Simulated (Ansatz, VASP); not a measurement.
**TiSi2 in VASP and in Ansatz**

```
Ti Si
1.0
     0.00000    4.09106    4.24805
     2.38088    0.00000    4.24805
     2.38088    4.09106    0.00000
Ti Si
2 4
Cartesian
  3.5713 6.1366 6.3721
  2.3809 4.0911 4.2480
  1.1904 0.7050 2.1240
  1.1904 3.3860 2.1240
  2.3809 1.3405 4.2480
  2.3809 6.8416 4.2480
```

Alike in both runs: functional PBEsol; k mesh 10 × 10 × 10; occupations gaussian, width 0.1 eV; no spin polarisation.

Ansatz relaxed the structure, and its values are those at the end. VASP's run is a single point on that final structure, the one shown.

|  | VASP | Ansatz |
| --- | --- | --- |
| version | VASP 6.6.1 | Ansatz 0.2.0 |
| potentials or method | VASP PAW PBE potentials, release 64 (Ti_sv, Si), cutoff 520 eV | scalar-relativistic, plane waves, PAW |
| valence electrons in the cell | 40 | 40 |

```csv
,VASP,Ansatz,Ansatz less VASP
gap on the k mesh at the Fermi level (eV),none,none,-
pressure (GPa),0.1,0.0,-0.13
```

VASP's potentials were made for PBE, not for PBEsol. A gap of «none» marks a metal or a gap that the smearing closes.
